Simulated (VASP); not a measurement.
# Zr8C in VASP: notebook

Zr8C is run at these levels: PBE; tasks: single point.

All numbers are computed with VASP 6.6.1; they aren't measurements. Logs are shortened: lines on timing, memory, paths and dates and some standing lists are left out, and cuts for length are marked.

## Step 1: The cell of the first run

The cell holds a slab with vacuum, 9 atoms: a = 6.466 Å, b = 5.169 Å, c = 18.977 Å, α = 90.00°, β = 90.00°, γ = 90.00°.

## Step 2: Single point, PBE

File INCAR:

```
SYSTEM = Zr8C
PREC = Accurate ; ENCUT = 520
EDIFF = 1E-6 ; ISMEAR = 0
SIGMA = 0.1 ; LREAL = .FALSE.
LASPH = .TRUE. ; NELM = 60
ALGO = Normal ; ISIF = 2
LWAVE = .FALSE. ; LCHARG = .FALSE.
LDIPOL = .TRUE. ; IDIPOL = 3
DIPOL = 0.5 0.5 0.321 ; GGA = PE
NBANDS = 60
```

File KPOINTS:

```
regular mesh
0
G
  4 5 1
  0 0 0
```

File POSCAR:

```
Zr8C
1.0
    6.4655797184      0.0000000000      0.0000000000
    0.0000000000      5.1691196971      0.0000000000
    0.0000000000      0.0000000000     18.9770873264
Zr C
8 1
Direct
    0.0000000000      0.7500000000      0.2107805024
    0.5000000000      0.7500000000      0.2107805024
    0.2500000000      0.2500000000      0.2599569661
    0.7500000000      0.2500000000      0.2599569661
    0.2500000000      0.7500000000      0.3477072663
    0.7500000000      0.7500000000      0.3477072663
    0.0000000000      0.2500000000      0.3940060557
    0.5000000000      0.2500000000      0.3940060557
    0.0000000000      0.5000000000      0.4640859115
```

Potentials or basis: VASP PAW PBE potentials, release 64 (Zr_sv, C).

Run with:

```console
$ cat potpaw_PBE.64/Zr_sv/POTCAR potpaw_PBE.64/C/POTCAR > POTCAR
$ mpirun -np 1 vasp_std > vasp.out
```

OUTCAR:

```text
SYSTEM = Zr8C
   PREC = Accurate
   ENCUT = 520
   EDIFF = 1E-6
   ISMEAR = 0
   LREAL = .FALSE.
   LASPH = .TRUE.
   NELM = 60
   ISIF = 2
   GGA = PE

 ion  position               nearest neighbor table
   1  0.000  0.750  0.211-   5 3.06   6 3.06   3 3.19   4 3.19   3 3.19   4 3.19   2 3.23   2 3.23

   2  0.500  0.750  0.211-   5 3.06   6 3.06   3 3.19   4 3.19   3 3.19   4 3.19   1 3.23   1 3.23

   3  0.250  0.250  0.260-   7 3.01   8 3.01   5 3.07   5 3.07   1 3.19   1 3.19   2 3.19   2 3.19
                             4 3.23   4 3.23
   4  0.750  0.250  0.260-   7 3.01   8 3.01   6 3.07   6 3.07   1 3.19   1 3.19   2 3.19   2 3.19
                             3 3.23   3 3.23
   5  0.250  0.750  0.348-   1 3.06   2 3.06   3 3.07   3 3.07   8 3.17   7 3.17   7 3.17   8 3.17
                             6 3.23   6 3.23
   6  0.750  0.750  0.348-   1 3.06   2 3.06   4 3.07   4 3.07   8 3.17   7 3.17   7 3.17   8 3.17
                             5 3.23   5 3.23
   7  0.000  0.250  0.394-   9 1.85   4 3.01   3 3.01   6 3.17   5 3.17   5 3.17   6 3.17   8 3.23
                             8 3.23
   8  0.500  0.250  0.394-   3 3.01   4 3.01   5 3.17   6 3.17   5 3.17   6 3.17   7 3.23   7 3.23

   9  0.000  0.500  0.464-   7 1.85

  LATTYP: Found a simple orthorhombic cell.
 ALAT       =     5.1691196971
 B/A-ratio  =     1.2508086671
 C/A-ratio  =     3.6712416114

  Lattice vectors:

 A1 = (   0.0000000000,  -5.1691196971,   0.0000000000)
 A2 = (   6.4655797184,   0.0000000000,   0.0000000000)
 A3 = (   0.0000000000,   0.0000000000,  18.9770873264)

Analysis of symmetry for initial positions (statically):
=====================================================================
 Subroutine PRICEL returns:
 Original cell was already a primitive cell.

 Routine SETGRP: Setting up the symmetry group for a
 simple orthorhombic supercell.

 Subroutine GETGRP returns: Found  2 space group operations
 (whereof  2 operations were pure point group operations)
 out of a pool of  8 trial point group operations.

The static configuration has the point symmetry C_1h.

Analysis of symmetry for dynamics (positions and initial velocities):
=====================================================================
 Subroutine PRICEL returns:
 Original cell was already a primitive cell.

 Routine SETGRP: Setting up the symmetry group for a
 simple orthorhombic supercell.

 Subroutine GETGRP returns: Found  2 space group operations
 (whereof  2 operations were pure point group operations)
 out of a pool of  8 trial point group operations.

The dynamic configuration has the point symmetry C_1h.

 Subroutine INISYM returns: Found  2 space group operations
 (whereof  2 operations are pure point group operations),
 and found     1 'primitive' translations

----------------------------------------------------------------------------------------

                                     Primitive cell

  volume of cell :     634.2400

  direct lattice vectors                    reciprocal lattice vectors
     6.465579718  0.000000000  0.000000000     0.154665172  0.000000000  0.000000000
     0.000000000  5.169119697  0.000000000     0.000000000  0.193456538  0.000000000
     0.000000000  0.000000000 18.977087326     0.000000000  0.000000000  0.052695126

  length of vectors
     6.465579718  5.169119697 18.977087326     0.154665172  0.193456538  0.052695126

  position of ions in fractional coordinates (direct lattice)
     0.000000000  0.750000000  0.210780502
     0.500000000  0.750000000  0.210780502
     0.250000000  0.250000000  0.259956966
     0.750000000  0.250000000  0.259956966
     0.250000000  0.750000000  0.347707266
     0.750000000  0.750000000  0.347707266
     0.000000000  0.250000000  0.394006056
     0.500000000  0.250000000  0.394006056
     0.000000000  0.500000000  0.464085911

  ion indices of the primitive-cell ions
   primitive index   ion index
                 1           1
                 2           2
                 3           3
                 4           4
                 5           5
                 6           6
                 7           7
                 8           8
                 9           9

----------------------------------------------------------------------------------------

 KPOINTS: regular mesh

Automatic generation of k-mesh.
 Grid dimensions read from file:
 generate k-points for:    4    5    1

 Generating k-lattice:

  Cartesian coordinates                     Fractional coordinates (reciprocal lattice)
     0.038666293  0.000000000  0.000000000     0.250000000  0.000000000  0.000000000
     0.000000000  0.038691308  0.000000000     0.000000000  0.200000000  0.000000000
     0.000000000  0.000000000  0.052695126     0.000000000  0.000000000  1.000000000

  Length of vectors
     0.038666293  0.038691308  0.052695126

  Shift w.r.t. Gamma in fractional coordinates (k-lattice)
     0.000000000  0.000000000  0.000000000

 Subroutine IBZKPT returns following result:
 ===========================================

 Found      9 irreducible k-points:

 Following reciprocal coordinates:
            Coordinates               Weight
  0.000000  0.000000  0.000000      1.000000
  0.250000  0.000000  0.000000      2.000000
  0.500000  0.000000  0.000000      1.000000
  0.000000  0.200000  0.000000      2.000000
  0.250000  0.200000  0.000000      4.000000
  0.500000  0.200000  0.000000      2.000000
  0.000000  0.400000  0.000000      2.000000
  0.250000  0.400000  0.000000      4.000000
  0.500000  0.400000  0.000000      2.000000
   k-points           NKPTS =      9   k-points in BZ     NKDIM =      9   number of bands    NBANDS=     60
   number of dos      NEDOS =    301   number of ions     NIONS =      9
   total plane-waves  NPLWV = 276480
   dimension x,y,z NGX =    48 NGY =   40 NGZ =  144
   dimension x,y,z NGXF=    96 NGYF=   80 NGZF=  288
   ions per type =               8   1
   NGX,Y,Z   is equivalent  to a cutoff of  12.34, 12.86, 12.61 a.u.
   NGXF,Y,Z  is equivalent  to a cutoff of  24.68, 25.73, 25.23 a.u.
 SYSTEM =  Zr8C
   PREC   = accura    normal or accurate (medium, high low for compatibility)
   ISTART =      0    job   : 0-new  1-cont  2-samecut
   ICHARG =      2    charge: 1-file 2-atom 10-const
   ISPIN  =      1    spin polarized calculation?
   LNONCOLLINEAR =      F non collinear calculations
   LSORBIT =      F    spin-orbit coupling
   LASPH  =      T    aspherical Exc in radial PAW
   ENCUT  =  520.0 eV  38.22 Ry    6.18 a.u.  12.02  9.61 35.28*2*pi/ulx,y,z
   NELM   =     60;   NELMIN=  2; NELMDL= -5     # of ELM steps
   EDIFF  = 0.1E-05   stopping-criterion for ELM
   LREAL  =      F    real-space projection
   EDIFFG = 0.1E-04   stopping-criterion for IOM
   NSW    =      0    number of steps for IOM
   IBRION =     -1    ionic relax: 0-MD 1-quasi-New 2-CG
   NFREE  =      0    steps in history (QN), initial steepest desc. (CG)
   ISIF   =      2    stress and relaxation
   ISYM   =      2    0-nonsym 1-usesym 2-fastsym
   POTIM  = 0.5000    time-step for ionic-motion
   TEBEG  =    0.0;   TEEND  =   0.0 temperature during run
   PSTRESS=    0.0 pullay stress
   NELECT =     100.0000    total number of electrons
   NUPDOWN=      -1.0000    fix difference up-down
   EMIN   =  10.00;   EMAX   =-10.00  energy-range for DOS
   EFERMI =   0.00;   METHOD = LEGACY
   ISMEAR =     0;   SIGMA  =   0.10  broadening in eV -4-tet -1-fermi 0-gaus
   EFERMI_NEDOS =   21; number of points for ismear=-14 and -15
   IALGO  =     38    algorithm
   IMIX   =      4    mixing-type and parameters
     AMIX     =   0.40;   BMIX     =  1.00
     AMIX_MAG =   1.60;   BMIX_MAG =  1.00
  volume/ion in A,a.u.               =      70.47       475.56
  Fermi-wavevector in a.u.,A,eV,Ry     =   0.884417  1.671305 10.642382  0.782193
  Thomas-Fermi vector in A             =   2.005314
   LORBIT       =      0    0 simple, 1 ext, 2 COOP (PROOUT), +10 PAW based schemes
   GGA     = PE    functional components
   LHFCALC =     F    Hartree Fock is set to
   AEXX    =    0.0000 exact exchange contribution
   IVDW    =     0    specifies the selected vdW correction
   LEPSILON=     F    determine dielectric tensor
   LRPA    =     F    only Hartree local field effects (RPA)
 non-spin polarized calculation
 Gauss-broadening in eV      SIGMA  =   0.10
  energy-cutoff  :      520.00
  volume of cell :      634.24
 maximum number of plane-waves:     17106
   NGX = 25   NGY = 19   NGZ = 71

 dipolmoment           0.000000      0.000000     -0.896235 electrons x Angstroem

 number of electron      99.9999999 magnetization

 number of electron     100.0000000 magnetization

 dipolmoment           0.000000      0.000000      0.231115 electrons x Angstroem

 Free energy of the ion-electron system (eV)
  ---------------------------------------------------
  ext. energy  EPLUGINS =         0.00000000
  ---------------------------------------------------
  free energy    TOTEN  =       -67.37458063 eV

  energy without entropy =      -67.29845792  energy(sigma->0) =      -67.33651927

 E-fermi :  -0.2519     XC(G=0):  -4.3958

 val. band max:       -0.2565059699   @ k =   0.5000   0.4000   0.0000
 cond. band min:      -0.2447189366   @ k =   0.5000   0.2000   0.0000
 fundamental gap:      0.0117870334
 Fermi energy:        -0.2518725031

 k-point     1 :       0.0000    0.0000    0.0000
  band No.  band energies     occupation
      1     -49.3549      2.00000
      2     -49.3270      2.00000
      3     -49.2728      2.00000
      4     -48.9599      2.00000
      5     -48.9280      2.00000
      6     -48.8421      2.00000
[... 556 lines left out ...]
     59       0.4919      0.00000
     60       0.6585      0.00000

------------------------ aborting loop because EDIFF is reached ----------------------------------------

 vacuum level on the upper side and lower side of the slab       (xc-potential included)         0.502        -0.743

  FORCE on cell =-STRESS in cart. coord.  units (eV):
  Direction    XX          YY          ZZ          XY          YZ          ZX
  --------------------------------------------------------------------------------------
  -------------------------------------------------------------------------------------
  Total       -5.1839423      2.9625871      0.9913063      0.0000000      5.9289997      0.0000000
  in kB      -13.0953504      7.4839019      2.5041758      0.0000000     14.9774678      0.0000000
  external PRESSURE =      -1.0357575 kB  Pullay stress =       0.0000000 kB

 VOLUME and BASIS-vectors are now :
 -----------------------------------------------------------------------------
  energy-cutoff  :      520.00
  volume of cell :      634.24
      direct lattice vectors                 reciprocal lattice vectors
     6.465579718  0.000000000  0.000000000     0.154665172  0.000000000  0.000000000
     0.000000000  5.169119697  0.000000000     0.000000000  0.193456538  0.000000000
     0.000000000  0.000000000 18.977087326     0.000000000  0.000000000  0.052695126

 POSITION                                       TOTAL-FORCE (eV/Angst)
 -----------------------------------------------------------------------------------
      0.00000      3.87684      4.00000         0.000000     -0.252219      0.209716
      3.23279      3.87684      4.00000         0.000000     -0.088322      0.066040
      1.61639      1.29228      4.93323         0.197662     -0.024391     -0.520720
      4.84918      1.29228      4.93323        -0.197662     -0.024391     -0.520720
      1.61639      3.87684      6.59847        -0.226369     -0.295322      0.397933
      4.84918      3.87684      6.59847         0.226369     -0.295322      0.397933
      0.00000      1.29228      7.47709         0.000000     -2.462505     -0.658367
      3.23279      1.29228      7.47709         0.000000      0.357363      0.571340
      0.00000      2.58456      8.80700         0.000000      3.085109      0.056845
 -----------------------------------------------------------------------------------
    total drift:                                0.000000      0.000017      0.000369

  FREE ENERGIE OF THE ION-ELECTRON SYSTEM (eV)
  ---------------------------------------------------
  free  energy   TOTEN  =       -67.3745806268 eV

  energy  without entropy=      -67.2984579209  energy(sigma->0) =      -67.33651927

 vacuum level on the upper side and lower side of the slab         4.676         3.381
```

Run time: 14 min. Hardware: 1 thread of Intel Xeon 6975P-C (Granite Rapids), shared host; peak memory 0.67 GiB.

What came out:

```
Free energy            : -67.3746 eV
Largest force          : 3.086 eV/Å
Band gap on the k mesh : zero (bands 50 and 51 overlap by 0.26 eV)
```

Forces on the atoms (eV/Å):
```
Zr   0.000 -0.252  0.210
Zr   0.000 -0.088  0.066
Zr   0.198 -0.024 -0.521
Zr  -0.198 -0.024 -0.521
Zr  -0.226 -0.295  0.398
Zr   0.226 -0.295  0.398
Zr   0.000 -2.463 -0.658
Zr   0.000  0.357  0.571
C    0.000  3.085  0.057
```

Levels at points of the mesh, in eV from the Fermi level:
| k point | band 48 | band 49 | band 50 | band 51 | band 52 | band 53 |
| --- | --- | --- | --- | --- | --- | --- |
| (0.00, 0.00, 0.00) | -0.16 | -0.14 | 0.10 | 0.59 | 0.66 | 0.73 |
| (0.50, 0.00, 0.00) | -0.24 | -0.22 | -0.19 | -0.17 | 0.26 | 0.33 |

## Step 3: Single point, PBE

File INCAR:

```
SYSTEM = Zr8C
ALGO = Normal
DIPOL = 0.5 0.5 0.323
EDIFF = 1E-6
ENCUT = 520
GGA = PE
IDIPOL = 3
ISIF = 2
ISMEAR = 0
LASPH = .True.
LCHARG = .False.
LDIPOL = .True.
LREAL = .False.
LWAVE = .False.
NBANDS = 60
NELM = 80
PREC = Accurate
SIGMA = 0.1
```

File KPOINTS:

```
k-points
0
Gamma
  4 5 1
  0 0 0
```

Edit POSCAR of step 2 so:

```diff
@@ -16,2 +16,2 @@
     0.5000000000      0.2500000000      0.3940060557
-    0.0000000000      0.5000000000      0.4640859115
+    0.1250000000      0.2500000000      0.4840349382
```

Potentials or basis: VASP PAW PBE potentials, release 64 (Zr_sv, C).

Run with:

```console
$ cat potpaw_PBE.64/Zr_sv/POTCAR potpaw_PBE.64/C/POTCAR > POTCAR
$ mpirun -np 1 vasp_std > vasp.out
```

It took 14 min on 1 thread of Intel Xeon 6975P-C (Granite Rapids), shared host; peak memory 0.69 GiB.

Results (log left out):

| Item | Value |
| --- | --- |
| Free energy | -66.9011 eV |
| Largest force | 2.012 eV/Å |
| Band gap on the k mesh | zero (bands 50 and 51 overlap by 0.20 eV) |

Forces on the atoms (eV/Å):
```
Zr  -0.009  0.000  0.212
Zr  -0.072  0.000  0.395
Zr   0.118  0.000 -0.631
Zr   0.203  0.000 -0.474
Zr   0.235  0.000  0.480
Zr  -0.212  0.000 -0.504
Zr  -0.648  0.000 -0.855
Zr  -1.525  0.000  1.313
C    1.909  0.000  0.065
```

Levels at points of the mesh, in eV from the Fermi level:
```
           k point  band 48  band 49  band 50  band 51  band 52  band 53
(0.00, 0.00, 0.00)    -0.22    -0.13     0.10     0.42     0.59     0.68
(0.50, 0.00, 0.00)    -0.39    -0.27    -0.19    -0.09     0.18     0.30
```
